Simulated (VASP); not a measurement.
Si2Ge3, 10 atoms in the cell. It takes space group P6_3/mmc (No. 194, hexagonal). The conventional cell has a = 3.247 Å, b = 3.247 Å, c = 20.022 Å, α = 90.00°, β = 90.00°, γ = 120.00°. Si (site symmetry 3m) has 6 Ge at 2.67 to 2.70 Å and 6 Si at 3.25 Å within 3.5 Å. Ge (site symmetry 3m) has 3 Si at 2.67 Å and 9 Ge at 2.99 to 3.25 Å within 3.5 Å. Ge (site symmetry -6m2) has 6 Si at 2.70 Å and 6 Ge at 3.25 Å within 3.6 Å. 

* Program: VASP 6.6.1
* Task: single point
* Functional: PBE
* Potentials or basis: VASP PAW PBE potentials, release 64 (Si, Ge_d)
* Cutoff: 520 eV
* k mesh: 6 × 6 × 1
* Occupations: gaussian, width 0.1 eV
* Spin: no spin polarisation
* Dipole correction: no
* Further INCAR settings: ALGO = Normal; EDIFF = 1e-06; NBANDS = 61

Potentials or basis: VASP PAW PBE potentials, release 64 (Si, Ge_d).

Launch:

```console
$ cat potpaw_PBE.64/Si/POTCAR potpaw_PBE.64/Ge_d/POTCAR > POTCAR
$ mpirun -np 1 vasp_std > vasp.out
```

Hardware: 1 thread of Intel(R) Xeon(R) Platinum 8488C (Sapphire Rapids) (shared host).

Question: Estimate the wall time of this run.

Answer: It took 70 s on 1 thread of Intel(R) Xeon(R) Platinum 8488C (Sapphire Rapids), with other jobs on the host, peak memory 0.3 GiB. Counts: scf iterations 15, k points 7.
